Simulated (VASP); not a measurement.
# MgCd3Te2 (P6/mmm) in VASP: notebook

The runs below take MgCd3Te2 through single point, relaxation of cell and atoms, with PBE.

All numbers are computed with VASP 6.6.1; they aren't measurements. Logs are shortened: lines on timing, memory, paths and dates and some standing lists are left out, and cuts for length are marked.

### Step 1. The cell of the first run

Symmetry: P6/mmm, No. 191, hexagonal system. The conventional cell has a = 7.515 Å, b = 7.515 Å, c = 4.210 Å, α = 90.00°, β = 90.00°, γ = 120.00°. Mg (site symmetry 6/mmm) has 2 Mg at 4.21 Å and 12 Cd at 4.31 Å and 6 Te at 4.34 Å within 5.5 Å. Within 4.0 Å of Cd (site symmetry mmm) lie 4 Te at 3.02 Å and 4 Cd at 3.76 Å. Te (site symmetry -6m2) has 6 Cd at 3.02 Å within 4.0 Å.

The cell was built from a structure type or drawn by symmetry, and may not be a known phase.

### Step 2. Single point, PBE

Input file INCAR:

```
SYSTEM = MgCd3Te2
ALGO = Fast ; EDIFF = 1E-6
ENCUT = 520 ; GGA = PE
ISIF = 2 ; ISMEAR = 0
LASPH = .True. ; LCHARG = .False.
LREAL = .False. ; LWAVE = .False.
NBANDS = 34 ; NELM = 80
PREC = Accurate ; SIGMA = 0.1
```

Input file KPOINTS:

```
k-points
0
Gamma
  6 6 8
  0 0 0
```

Input file POSCAR:

```
MgCd3Te2
1.0
    7.5152914867      0.0000000000      0.0000000000
   -3.7576457433      6.5084333444      0.0000000000
    0.0000000000      0.0000000000      4.2096335636
Mg Cd Te
1 3 2
Direct
    0.0000000000      0.0000000000      0.0000000000
    0.5000000000      0.0000000000      0.5000000000
    0.5000000000      0.5000000000      0.5000000000
    0.0000000000      0.5000000000      0.5000000000
    0.3333333333      0.6666666667      0.0000000000
    0.6666666667      0.3333333333      0.0000000000
```

Potentials or basis: VASP PAW PBE potentials, release 64 (Mg, Cd, Te).

Started as:

```
cat potpaw_PBE.64/Mg/POTCAR potpaw_PBE.64/Cd/POTCAR potpaw_PBE.64/Te/POTCAR > POTCAR
mpirun -np 1 vasp_std > vasp.out
```

OUTCAR:

```text
SYSTEM = MgCd3Te2
   EDIFF = 1E-6
   ENCUT = 520
   GGA = PE
   ISIF = 2
   ISMEAR = 0
   LASPH = .True.
   LREAL = .False.
   NELM = 80
   PREC = Accurate

 ion  position               nearest neighbor table
   1  0.000  0.000  0.000-
   2  0.500  0.000  0.500-   5 3.02   6 3.02   5 3.02   6 3.02   3 3.76   3 3.76   4 3.76   4 3.76

   3  0.500  0.500  0.500-   5 3.02   6 3.02   5 3.02   6 3.02   4 3.76   4 3.76   2 3.76   2 3.76

   4  0.000  0.500  0.500-   5 3.02   6 3.02   5 3.02   6 3.02   3 3.76   3 3.76   2 3.76   2 3.76

   5  0.333  0.667  0.000-   4 3.02   4 3.02   2 3.02   2 3.02   3 3.02   3 3.02
   6  0.667  0.333  0.000-   4 3.02   4 3.02   2 3.02   2 3.02   3 3.02   3 3.02

  LATTYP: Found a hexagonal cell.
 ALAT       =     7.5152914867
 C/A-ratio  =     0.5601424204

  Lattice vectors:

 A1 = (   7.5152914867,   0.0000000000,   0.0000000000)
 A2 = (  -3.7576457433,   6.5084333444,   0.0000000000)
 A3 = (   0.0000000000,   0.0000000000,   4.2096335636)

Analysis of symmetry for initial positions (statically):
=====================================================================
 Subroutine PRICEL returns:
 Original cell was already a primitive cell.

 Routine SETGRP: Setting up the symmetry group for a
 hexagonal supercell.

 Subroutine GETGRP returns: Found 24 space group operations
 (whereof 24 operations were pure point group operations)
 out of a pool of 24 trial point group operations.

The static configuration has the point symmetry D_6h.

Analysis of symmetry for dynamics (positions and initial velocities):
=====================================================================
 Subroutine PRICEL returns:
 Original cell was already a primitive cell.

 Routine SETGRP: Setting up the symmetry group for a
 hexagonal supercell.

 Subroutine GETGRP returns: Found 24 space group operations
 (whereof 24 operations were pure point group operations)
 out of a pool of 24 trial point group operations.

The dynamic configuration has the point symmetry D_6h.

 Subroutine INISYM returns: Found 24 space group operations
 (whereof 24 operations are pure point group operations),
 and found     1 'primitive' translations

----------------------------------------------------------------------------------------

                                     Primitive cell

  volume of cell :     205.9049

  direct lattice vectors                    reciprocal lattice vectors
[... 100 lines left out ...]
   NFREE  =      0    steps in history (QN), initial steepest desc. (CG)
   ISIF   =      2    stress and relaxation
   ISYM   =      2    0-nonsym 1-usesym 2-fastsym
   POTIM  = 0.5000    time-step for ionic-motion
   TEBEG  =    0.0;   TEEND  =   0.0 temperature during run
   PSTRESS=    0.0 pullay stress
   NELECT =      50.0000    total number of electrons
   NUPDOWN=      -1.0000    fix difference up-down
   EMIN   =  10.00;   EMAX   =-10.00  energy-range for DOS
   EFERMI =   0.00;   METHOD = LEGACY
   ISMEAR =     0;   SIGMA  =   0.10  broadening in eV -4-tet -1-fermi 0-gaus
   EFERMI_NEDOS =   21; number of points for ismear=-14 and -15
   IALGO  =     68    algorithm
   IMIX   =      4    mixing-type and parameters
     AMIX     =   0.40;   BMIX     =  1.00
     AMIX_MAG =   1.60;   BMIX_MAG =  1.00
  volume/ion in A,a.u.               =      34.32       231.59
  Fermi-wavevector in a.u.,A,eV,Ry     =   1.021353  1.930078 14.193087  1.043162
  Thomas-Fermi vector in A             =   2.154973
   LORBIT       =      0    0 simple, 1 ext, 2 COOP (PROOUT), +10 PAW based schemes
   GGA     = PE    functional components
   LHFCALC =     F    Hartree Fock is set to
   AEXX    =    0.0000 exact exchange contribution
   IVDW    =     0    specifies the selected vdW correction
   LEPSILON=     F    determine dielectric tensor
   LRPA    =     F    only Hartree local field effects (RPA)
 non-spin polarized calculation
 RMM-DIIS sequential band-by-band and
 Gauss-broadening in eV      SIGMA  =   0.10
  energy-cutoff  :      520.00
  volume of cell :      205.90
 maximum number of plane-waves:      5574
 NGX is ok and might be reduce to    56
   NGX = 27   NGY = 27   NGZ = 15

 number of electron      50.0000019 magnetization

 Free energy of the ion-electron system (eV)
  ---------------------------------------------------
  ext. energy  EPLUGINS =         0.00000000
  ---------------------------------------------------
  free energy    TOTEN  =        -9.38954375 eV

  energy without entropy =       -9.37321014  energy(sigma->0) =       -9.38137695

 E-fermi :   2.4691     XC(G=0):  -8.4854

 val. band max:        2.4390619257   @ k =   0.1667   0.1667   0.5000
 cond. band min:       2.4709463993   @ k =   0.3333   0.0000   0.5000
 fundamental gap:      0.0318844736
 Fermi energy:         2.4691358535

 k-point     1 :       0.0000    0.0000    0.0000
  band No.  band energies     occupation
      1      -9.6965      2.00000
      2      -8.9098      2.00000
      3      -6.6420      2.00000
      4      -6.4880      2.00000
      5      -6.4525      2.00000
      6      -6.4525      2.00000
[... 877 lines left out ...]
     33       6.9164      0.00000
     34       7.0647      0.00000

 [... further k-points ...]

------------------------ aborting loop because EDIFF is reached ----------------------------------------

  FORCE on cell =-STRESS in cart. coord.  units (eV):
  Direction    XX          YY          ZZ          XY          YZ          ZX
  --------------------------------------------------------------------------------------
  -------------------------------------------------------------------------------------
  Total        0.0865883      0.0865883      0.1523778      0.0000000     -0.0000000      0.0000000
  in kB        0.6737568      0.6737568      1.1856747      0.0000000     -0.0000000      0.0000000
  external PRESSURE =       0.8443961 kB  Pullay stress =       0.0000000 kB

 VOLUME and BASIS-vectors are now :
 -----------------------------------------------------------------------------
  energy-cutoff  :      520.00
  volume of cell :      205.90
      direct lattice vectors                 reciprocal lattice vectors
     7.515291487  0.000000000  0.000000000     0.133062038  0.076823403  0.000000000
    -3.757645743  6.508433344  0.000000000     0.000000000  0.153646807  0.000000000
     0.000000000  0.000000000  4.209633564     0.000000000  0.000000000  0.237550367

 POSITION                                       TOTAL-FORCE (eV/Angst)
 -----------------------------------------------------------------------------------
      0.00000      0.00000      0.00000        -0.000000      0.000000     -0.000000
      3.75765      0.00000      2.10482        -0.000000      0.000000     -0.000000
      1.87882      3.25422      2.10482        -0.000000      0.000000     -0.000000
     -1.87882      3.25422      2.10482        -0.000000      0.000000     -0.000000
     -0.00000      4.33896      0.00000        -0.000000     -0.000000      0.000000
      3.75765      2.16948      0.00000         0.000000      0.000000     -0.000000
 -----------------------------------------------------------------------------------
    total drift:                               -0.000000      0.000000     -0.000000

  FREE ENERGIE OF THE ION-ELECTRON SYSTEM (eV)
  ---------------------------------------------------
  free  energy   TOTEN  =        -9.3895437499 eV

  energy  without entropy=       -9.3732101436  energy(sigma->0) =       -9.38137695
```

Run time: 2.4 min. Hardware: 1 thread of AMD EPYC 7R13 (Zen 3), shared host; peak memory 0.42 GiB.

What came out:

* Free energy: -9.3895 eV
* Pressure: 0.1 GPa
* Band gap on the k mesh: zero (bands 25 and 26 overlap by 1.91 eV)

Caveat: spin-orbit coupling is left out, which moves the levels of the heavy elements.

### Step 3. Single point, PBE

This run uses another cell than the first one, of 34.17 Å³/atom.

Input file INCAR:

```
PREC = Accurate
ENCUT = 520
EDIFF = 1E-7
ISMEAR = 0
SIGMA = 0.1
LREAL = F
LASPH = T
NELM = 100
ALGO = Fast
ISIF = 2
LWAVE = F
LCHARG = T
GGA = PE
LELF = T
LVHAR = T
NBANDS = 34
```

Input file KPOINTS:

```
Automatic mesh
0
Gamma
  6 6 10
```

POSCAR: that of step 2 with these lines changed.

```diff
@@ -2,5 +2,5 @@
 1.0
-    7.5152914867      0.0000000000      0.0000000000
-   -3.7576457433      6.5084333444      0.0000000000
-    0.0000000000      0.0000000000      4.2096335636
+    7.4839554149      0.0000000000      0.0000000000
+   -3.7419777074      6.4812955101      0.0000000000
+    0.0000000000      0.0000000000      4.2270225457
 Mg Cd Te
```

Potentials or basis: VASP PAW PBE potentials, release 64 (Mg, Cd, Te).

Started as:

```
cat potpaw_PBE.64/Mg/POTCAR potpaw_PBE.64/Cd/POTCAR potpaw_PBE.64/Te/POTCAR > POTCAR
mpirun -np 1 vasp_std > vasp.out
```

Wall time 3.5 min (1 thread of AMD EPYC 7R13 (Zen 3), shared host); peak memory 0.45 GiB.

It converged, with:

```yaml
Free_energy: -9.4428 eV
Pressure: 0.1 GPa
Band_gap_on_the_k_mesh: zero (bands 25 and 26 overlap by 1.79 eV)
```

Levels at points of the mesh, in eV from the Fermi level:
```csv
k point,band 22,band 23,band 24,band 25,band 26,band 27,band 28,band 29
"(0.00, 0.00, 0.00)",-2.67,-2.40,-0.61,-0.28,1.23,1.23,2.09,2.95
"(0.50, 0.00, 0.00)",-1.89,-1.59,-1.32,-0.28,0.38,0.90,2.66,2.86
"(0.00, 0.00, 0.50)",-1.64,-1.64,-1.34,-1.34,-0.64,0.78,0.78,0.82
"(0.50, 0.00, 0.50)",-1.95,-1.91,-1.23,-1.05,-0.03,0.91,1.29,2.64
```

Caveat: spin-orbit coupling is left out, which moves the levels of the heavy elements.

[end of part 1 of 2]
